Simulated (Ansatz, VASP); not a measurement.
K in VASP and in Ansatz

```xyz
4
Lattice="3.7627 -8.0069 0.0000 3.7627 8.0069 0.0000 0.0000 0.0000 4.8234" Properties=species:S:1:pos:R:3 pbc="T T T"
K     3.7627    5.8918    0.0001
K     3.7627   -2.1151    2.4116
K     3.7627   -5.8918    4.8233
K     3.7627    2.1151    2.4118
```

Alike in both runs: functional PBEsol; k mesh 8 × 8 × 6; occupations gaussian, width 0.1 eV; no spin polarisation.

Ansatz relaxed the structure, and its values are those at the end. VASP's run is a single point on that final structure, the one shown.

|  | VASP | Ansatz |
| --- | --- | --- |
| version | VASP 6.6.1 | Ansatz 0.2.0 |
| potentials or method | VASP PAW PBE potentials, release 64 (K_sv), cutoff 520 eV | scalar-relativistic, plane waves, PAW |
| valence electrons in the cell | 36 | 36 |

```tsv
	VASP	Ansatz	Ansatz less VASP
gap on the k mesh at the Fermi level (eV)	none	none	-
pressure (GPa)	0.0	0.0	+0.01
```

VASP's potentials were made for PBE, not for PBEsol. A gap of «none» marks a metal or a gap that the smearing closes.
